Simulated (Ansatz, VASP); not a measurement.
# Si5F: VASP beside Ansatz

```
CELL_PARAMETERS angstrom
2.66861 0.00000 0.00000
-1.33430 2.31108 0.00000
0.00000 0.00000 13.29494
ATOMIC_POSITIONS crystal
Si 0.66667 0.33333 0.85355
Si 0.33333 0.66667 0.67603
Si 0.66667 0.33333 0.50000
Si 0.33333 0.66667 0.32397
Si 0.66667 0.33333 0.14645
F 0.33333 0.66667 0.00000
```

Change from the starting cell: species swapped into the CeMg5 type (P-6m2, No. 187).

Alike in both runs: functional PBE; k mesh 12 × 12 × 4; occupations gaussian, width 0.1 eV; no spin polarisation.

Ansatz relaxed the structure, and its values are those at the end. VASP's run is a single point on that final structure, the one shown.

```csv
,VASP,Ansatz
version,VASP 6.6.1,Ansatz 0.2.0
potentials or method,"VASP PAW PBE potentials, release 64 (Si, F), cutoff 520 eV","scalar-relativistic, plane waves, PAW"
valence electrons in the cell,27,27
```

```tsv
	VASP	Ansatz	Ansatz less VASP
gap on the k mesh at the Fermi level (eV)	none	none	-
pressure (GPa)	-0.1	0.0	+0.08
```

A gap of «none» marks a metal or a gap that the smearing closes.
